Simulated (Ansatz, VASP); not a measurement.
## Two plane-wave programs on TaN

The input INCAR:

```
SYSTEM = TaN
ALGO = Normal
EDIFF = 1E-6
EDIFFG = -0.01
ENCUT = 600
GGA = RE
IBRION = 2
ISIF = 3
ISMEAR = -1
IVDW = 13
LASPH = .True.
LCHARG = .False.
LREAL = .False.
LWAVE = .False.
NELM = 100
NSW = 60
PREC = Accurate
SIGMA = 0.05
```

The input KPOINTS:

```
k-points
0
Gamma
  6 6 9
  0 0 0
```

POSCAR

```
TaN
1.0
    5.1960000000      0.0000000000      0.0000000000
   -2.5980000000      4.4998679981      0.0000000000
    0.0000000000      0.0000000000      2.9110000000
Ta N
3 3
Direct
    0.0000000000      0.0000000000      0.0000000000
    0.6666666667      0.3333333333      0.5000000000
    0.3333333333      0.6666666667      0.5000000000
    0.0000000000      0.3928500000      0.0000000000
    0.6071500000      0.6071500000      0.0000000000
    0.3928500000      0.0000000000      0.0000000000
```

File input.yaml:

```yaml
crystal:
  lattice:
    - [5.196, 0.0, 0.0]
    - [-2.598, 4.4998679981, 0.0]
    - [0.0, 0.0, 2.911]
  atoms:
    - { symbol: Ta, position: [0.0, 0.0, 0.0] }
    - { symbol: Ta, position: [0.6666666667, 0.3333333333, 0.5] }
    - { symbol: Ta, position: [0.3333333333, 0.6666666667, 0.5] }
    - { symbol: "N", position: [0.0, 0.39285, 0.0] }
    - { symbol: "N", position: [0.60715, 0.60715, 0.0] }
    - { symbol: "N", position: [0.39285, 0.0, 0.0] }
hamiltonian:
  xc: revpbe
  pseudopotentials: { kind: paw }
  dispersion: d4
kpoints:
  mp_grid: { grid: [6, 6, 9] }
scf:
  occupations: { method: fermi_dirac, width: 0.05 }
output:
  forces: true
  stress: true
  eigenvalues: true
  write_density: true
  write_potential: true
  elf: true
  volumetric_format: npy
relax:
  f_tol: 0.01
  max_steps: 40
  cell: { stress_tol: 0.05 }
```

Alike in both runs: task relaxation of cell and atoms; functional revPBE; dispersion D4; k mesh 6 × 6 × 9; occupations fermi-dirac, width 0.05 eV; no spin polarisation.

|  | VASP | Ansatz |
| --- | --- | --- |
| version | VASP 6.6.1 | Ansatz 0.2.0 |
| potentials or method | VASP PAW PBE potentials, release 64 (Ta_pv, N) | Ansatz PAW |
| plane-wave cutoff (eV) | 600 | 420 |
| valence electrons in the cell | 48 | 54 |

Ansatz gave:

- gap on the k mesh at the Fermi level, each at its own relaxed structure (eV): none
- relaxed volume (Å³/atom): 11.31
- relaxed cell length with the largest relative difference (Å): 5.194

Question: What did VASP give for the same quantities?

Answer: gap on the k mesh at the Fermi level, each at its own relaxed structure (eV): none; relaxed volume (Å³/atom): 11.34; relaxed cell length with the largest relative difference (Å): 5.199.

VASP's potentials were made for PBE, not for revPBE. A gap of «none» marks a metal or a gap that the smearing closes. VASP's potentials hold 48 valence electrons a cell and Ansatz's 54, so a difference there can come from the potentials and not from the codes.

Spin-orbit coupling is off throughout. Noted on Ansatz's run: the plane-wave basis is chosen anew once the cell has moved, so the energies of steps on either side of that aren't comparable.
